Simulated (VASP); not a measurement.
# CuAu (P4/mmm) in VASP: further runs

CuAu is run at these levels: r2SCAN; tasks: electric field gradients.

All numbers are computed with VASP 6.6.1; they aren't measurements. Logs are shortened: lines on timing, memory, paths and dates and some standing lists are left out, and cuts for length are marked.

## Step 1: The cell of the first run

Symmetry: P4/mmm, No. 123, tetragonal system. The conventional cell has a = 2.802 Å, b = 2.802 Å, c = 3.521 Å, α = 90.00°, β = 90.00°, γ = 90.00°. Cu (site symmetry 4/mmm) has 8 Au at 2.65 Å and 4 Cu at 2.80 Å within 3.5 Å. Within 3.5 Å of Au (site symmetry 4/mmm) lie 8 Cu at 2.65 Å and 4 Au at 2.80 Å.

## Step 2: Electric field gradients, r2SCAN (volume scaled by 0.95)

POSCAR

```
CuAu
1.0
    2.8023760768      0.0000000000      0.0000000000
    0.0000000000      2.8023760768      0.0000000000
    0.0000000000      0.0000000000      3.5208918954
Cu Au
1 1
Direct
    0.5000000000      0.5000000000      0.5000000000
    0.0000000000      0.0000000000      0.0000000000
```

INCAR.step1

```
ALGO = Normal
EDIFF = 1E-4
ENCUT = 520
GGA = PE
ISMEAR = -1
LASPH = T
LCHARG = F
LREAL = F
LWAVE = T
NBANDS = 18
NELM = 80
PREC = Accurate
SIGMA = 0.05
```

INCAR.step2

```
ALGO = Normal
EDIFF = 1E-8
ENCUT = 520
ISIF = 2
ISMEAR = -1
ISTART = 1
LASPH = T
LCHARG = F
LEFG = T
LMIXTAU = T
LREAL = F
LWAVE = F
METAGGA = R2SCAN
NBANDS = 18
NELM = 80
PREC = Accurate
SIGMA = 0.05
```

KPOINTS

```
k-points
0
Gamma
  12 12 9
```

Potentials or basis: VASP PAW PBE potentials, release 64 (Cu, Au).

On the command line:

```bash
> cat potpaw_PBE.64/Cu/POTCAR potpaw_PBE.64/Au/POTCAR > POTCAR
> cp INCAR.step1 INCAR
> mpirun -np 1 vasp_std > vasp.out
> cp INCAR.step2 INCAR
> mpirun -np 1 vasp_std > vasp.out
```

OUTCAR:

```text
EDIFF = 1E-8
   ENCUT = 520
   ISIF = 2
   ISMEAR = -1
   ISTART = 1
   LASPH = T
   LREAL = F
   METAGGA = R2SCAN
   NELM = 80
   PREC = Accurate

 ion  position               nearest neighbor table
   1  0.500  0.500  0.500-   2 2.65   2 2.65   2 2.65   2 2.65   2 2.65   2 2.65   2 2.65   2 2.65

   2  0.000  0.000  0.000-   1 2.65   1 2.65   1 2.65   1 2.65   1 2.65   1 2.65   1 2.65   1 2.65

  LATTYP: Found a simple tetragonal cell.
 ALAT       =     2.8023760768
 C/A-ratio  =     1.2563952157

  Lattice vectors:

 A1 = (   2.8023760768,   0.0000000000,   0.0000000000)
 A2 = (   0.0000000000,   2.8023760768,   0.0000000000)
 A3 = (   0.0000000000,   0.0000000000,   3.5208918954)

Analysis of symmetry for initial positions (statically):
=====================================================================
 Subroutine PRICEL returns:
 Original cell was already a primitive cell.

 Routine SETGRP: Setting up the symmetry group for a
 simple tetragonal supercell.

 Subroutine GETGRP returns: Found 16 space group operations
 (whereof 16 operations were pure point group operations)
 out of a pool of 16 trial point group operations.

The static configuration has the point symmetry D_4h.

Analysis of symmetry for dynamics (positions and initial velocities):
=====================================================================
 Subroutine PRICEL returns:
 Original cell was already a primitive cell.

 Routine SETGRP: Setting up the symmetry group for a
 simple tetragonal supercell.

 Subroutine GETGRP returns: Found 16 space group operations
 (whereof 16 operations were pure point group operations)
 out of a pool of 16 trial point group operations.

The dynamic configuration has the point symmetry D_4h.

 Subroutine INISYM returns: Found 16 space group operations
 (whereof 16 operations are pure point group operations),
 and found     1 'primitive' translations

----------------------------------------------------------------------------------------

                                     Primitive cell

  volume of cell :      27.6507

  direct lattice vectors                    reciprocal lattice vectors
     2.802376077  0.000000000  0.000000000     0.356840043  0.000000000  0.000000000
     0.000000000  2.802376077  0.000000000     0.000000000  0.356840043  0.000000000
     0.000000000  0.000000000  3.520891895     0.000000000  0.000000000  0.284018945

  length of vectors
     2.802376077  2.802376077  3.520891895     0.356840043  0.356840043  0.284018945

  position of ions in fractional coordinates (direct lattice)
     0.500000000  0.500000000  0.500000000
     0.000000000  0.000000000  0.000000000

  ion indices of the primitive-cell ions
   primitive index   ion index
                 1           1
                 2           2

----------------------------------------------------------------------------------------

 KPOINTS: k-points

Automatic generation of k-mesh.
 Grid dimensions read from file:
 generate k-points for:   12   12    9

 Generating k-lattice:

  Cartesian coordinates                     Fractional coordinates (reciprocal lattice)
     0.029736670  0.000000000  0.000000000     0.083333333  0.000000000  0.000000000
     0.000000000  0.029736670  0.000000000     0.000000000  0.083333333  0.000000000
     0.000000000  0.000000000  0.031557661     0.000000000  0.000000000  0.111111111

  Length of vectors
     0.029736670  0.029736670  0.031557661

  Shift w.r.t. Gamma in fractional coordinates (k-lattice)
     0.000000000  0.000000000  0.000000000

 Subroutine IBZKPT returns following result:
 ===========================================

 Found    140 irreducible k-points:

 Following reciprocal coordinates:
            Coordinates               Weight
  0.000000  0.000000  0.000000      1.000000
  0.083333  0.000000  0.000000      4.000000
  0.166667  0.000000  0.000000      4.000000
  0.250000  0.000000  0.000000      4.000000
  0.333333  0.000000  0.000000      4.000000
  0.416667  0.000000  0.000000      4.000000
[... 16 lines left out ...]
  0.333333  0.333333  0.000000      4.000000
  0.416667  0.333333  0.000000      8.000000
 [... further k-points ...]
   k-points           NKPTS =    140   k-points in BZ     NKDIM =    140   number of bands    NBANDS=     18
   number of dos      NEDOS =    301   number of ions     NIONS =      2
   total plane-waves  NPLWV =  16128
   dimension x,y,z NGX =    24 NGY =   24 NGZ =   28
   dimension x,y,z NGXF=    48 NGYF=   48 NGZF=   56
   ions per type =               1   1
   NGX,Y,Z   is equivalent  to a cutoff of  14.24, 14.24, 13.22 a.u.
   NGXF,Y,Z  is equivalent  to a cutoff of  28.48, 28.48, 26.44 a.u.
 SYSTEM =  unknown system
   PREC   = accura    normal or accurate (medium, high low for compatibility)
   ISTART =      1    job   : 0-new  1-cont  2-samecut
   ICHARG =      0    charge: 1-file 2-atom 10-const
   ISPIN  =      1    spin polarized calculation?
   LNONCOLLINEAR =      F non collinear calculations
   LSORBIT =      F    spin-orbit coupling
   LASPH  =      T    aspherical Exc in radial PAW
   ENCUT  =  520.0 eV  38.22 Ry    6.18 a.u.   5.21  5.21  6.55*2*pi/ulx,y,z
   NELM   =     80;   NELMIN=  2; NELMDL=  0     # of ELM steps
   EDIFF  = 0.1E-07   stopping-criterion for ELM
   LREAL  =      F    real-space projection
   EDIFFG = 0.1E-06   stopping-criterion for IOM
   NSW    =      0    number of steps for IOM
   IBRION =     -1    ionic relax: 0-MD 1-quasi-New 2-CG
   NFREE  =      0    steps in history (QN), initial steepest desc. (CG)
   ISIF   =      2    stress and relaxation
   ISYM   =      2    0-nonsym 1-usesym 2-fastsym
   POTIM  = 0.5000    time-step for ionic-motion
   TEBEG  =    0.0;   TEEND  =   0.0 temperature during run
   PSTRESS=    0.0 pullay stress
   NELECT =      22.0000    total number of electrons
   NUPDOWN=      -1.0000    fix difference up-down
   EMIN   =  10.00;   EMAX   =-10.00  energy-range for DOS
   EFERMI =   0.00;   METHOD = LEGACY
   ISMEAR =    -1;   SIGMA  =   0.05  broadening in eV -4-tet -1-fermi 0-gaus
   EFERMI_NEDOS =   21; number of points for ismear=-14 and -15
   IALGO  =     38    algorithm
   IMIX   =      4    mixing-type and parameters
     AMIX     =   0.40;   BMIX     =  1.00
     AMIX_MAG =   1.60;   BMIX_MAG =  1.00
  volume/ion in A,a.u.               =      13.83        93.30
  Fermi-wavevector in a.u.,A,eV,Ry     =   1.516982  2.866681 31.310212  2.301236
  Thomas-Fermi vector in A             =   2.626299
   LORBIT       =      0    0 simple, 1 ext, 2 COOP (PROOUT), +10 PAW based schemes
   METAGGA = R2SCAN    functional components
   LHFCALC =     F    Hartree Fock is set to
   AEXX    =    0.0000 exact exchange contribution
   IVDW    =     0    specifies the selected vdW correction
   LEPSILON=     F    determine dielectric tensor
   LRPA    =     F    only Hartree local field effects (RPA)
 non-spin polarized calculation
  energy-cutoff  :      520.00
  volume of cell :       27.65
 maximum number of plane-waves:       764
 NGX is ok and might be reduce to    24
   NGX = 11   NGY = 11   NGZ = 13

 number of electron      22.0000012 magnetization

 Free energy of the ion-electron system (eV)
  ---------------------------------------------------
  ext. energy  EPLUGINS =         0.00000000
  ---------------------------------------------------
  free energy    TOTEN  =       -61.50367545 eV

  energy without entropy =      -61.49745006  energy(sigma->0) =      -61.50056276

 E-fermi :   9.2958     XC(G=0): -13.9654

 val. band max:        9.2916417135   @ k =   0.0000   0.0000   0.2222
 cond. band min:       9.2964073670   @ k =   0.5000   0.2500   0.0000
 fundamental gap:      0.0047656534
 Fermi energy:         9.2958280485

 k-point     1 :       0.0000    0.0000    0.0000
  band No.  band energies     occupation
      1      -1.1926      2.00000
      2       2.1096      2.00000
      3       2.2663      2.00000
      4       4.8184      2.00000
      5       4.8184      2.00000
      6       5.8712      2.00000
[... 10 lines left out ...]
     17      27.0671      0.00000
     18      27.8219      0.00000
[... 463 lines left out ...]
 k-point    24 :       0.4167    0.3333    0.0000
  band No.  band energies     occupation
      1       2.0279      2.00000
      2       3.0333      2.00000
      3       3.1634      2.00000
      4       3.4169      2.00000
      5       5.4646      2.00000
      6       6.7023      2.00000
[... 10 lines left out ...]
     17      23.3723      0.00000
     18      23.5185      0.00000

 [... further k-points ...]

------------------------ aborting loop because EDIFF is reached ----------------------------------------

  FORCE on cell =-STRESS in cart. coord.  units (eV):
  Direction    XX          YY          ZZ          XY          YZ          ZX
  --------------------------------------------------------------------------------------
  -------------------------------------------------------------------------------------
  Total        1.6985610      1.6985610      1.5457893      0.0000000     -0.0000000     -0.0000000
  in kB       98.4206470     98.4206470     89.5685092      0.0000000     -0.0000000     -0.0000000
  external PRESSURE =      95.4699344 kB  Pullay stress =       0.0000000 kB

 VOLUME and BASIS-vectors are now :
 -----------------------------------------------------------------------------
  energy-cutoff  :      520.00
  volume of cell :       27.65
      direct lattice vectors                 reciprocal lattice vectors
     2.802376077  0.000000000  0.000000000     0.356840043  0.000000000  0.000000000
     0.000000000  2.802376077  0.000000000     0.000000000  0.356840043  0.000000000
     0.000000000  0.000000000  3.520891895     0.000000000  0.000000000  0.284018945

 POSITION                                       TOTAL-FORCE (eV/Angst)
 -----------------------------------------------------------------------------------
      1.40119      1.40119      1.76045         0.000000      0.000000      0.000000
      0.00000      0.00000      0.00000         0.000000      0.000000      0.000000
 -----------------------------------------------------------------------------------
    total drift:                                0.000000      0.000000     -0.000000

  FREE ENERGIE OF THE ION-ELECTRON SYSTEM (eV)
  ---------------------------------------------------
  free  energy   TOTEN  =       -61.5036754516 eV

  energy  without entropy=      -61.4974500647  energy(sigma->0) =      -61.50056276

 Electric field gradients (V/A^2)
---------------------------------------------------------------------
 ion       V_xx      V_yy      V_zz      V_xy      V_xz      V_yz
---------------------------------------------------------------------
   1       5.251     5.251   -10.501     0.000    -0.000    -0.000
   2     -40.659   -40.659    81.319     0.000    -0.000    -0.000
---------------------------------------------------------------------

 Electric field gradients after diagonalization (V/A^2)
 (convention: |V_zz| > |V_xx| > |V_yy|)
----------------------------------------------------------------------
 ion       V_xx      V_yy      V_zz     asymmetry (V_yy - V_xx)/ V_zz
----------------------------------------------------------------------
   1       5.251     5.251   -10.501       0.000
   2     -40.659   -40.659    81.319       0.000
----------------------------------------------------------------------

           NMR quadrupolar parameters

 Cq : quadrupolar parameter    Cq=e*Q*V_zz/h
 eta: asymmetry parameters     (V_yy - V_xx)/ V_zz
 Q  : nuclear electric quadrupole moment in mb (millibarn)
----------------------------------------------------------------------
 ion       Cq(MHz)       eta       Q (mb)
----------------------------------------------------------------------
   1      -0.025       0.000       1.000
   2       0.197       0.000       1.000
----------------------------------------------------------------------
```

Run time: 91 s. Hardware: 1 thread of Intel Xeon 6975P-C (Granite Rapids), shared host; peak memory 0.21 GiB.

Results:

* Free energy: -61.5037 eV
* Pressure: 9.5 GPa
* Band gap on the k mesh: zero (band 11 reaches 14.86 eV, above the bottom of band 12 at 7.11 eV)

Stress tensor (GPa, compression positive):
```
9.84 0.00 0.00
0.00 9.84 0.00
0.00 0.00 8.96
```

Levels at points of the mesh, in eV from the Fermi level:
```csv
k point,band 9,band 10,band 11,band 12,band 13,band 14
"(0.00, 0.00, 0.00)",-1.81,-1.56,-1.56,2.93,9.86,10.27
"(0.50, 0.00, 0.00)",-2.65,-2.41,-1.02,-0.26,10.70,10.77
"(0.50, 0.50, 0.00)",-1.40,-1.40,0.44,0.44,5.34,7.55
```

Electric field gradients, principal values (V/Å²):
```
atom    least   middle  greatest (by size)
1 Cu    5.251    5.251             -10.501
2 Au  -40.659  -40.659              81.319
```

Caveat: without QUAD_EFG the Cq values of the log hold for a quadrupole moment of 1 mb, not for the nuclei; the PAW data sets were made with another functional, which shifts forces and pressure a little; spin-orbit coupling is left out, which moves the levels of the heavy elements.

[end of part 1 of 4]
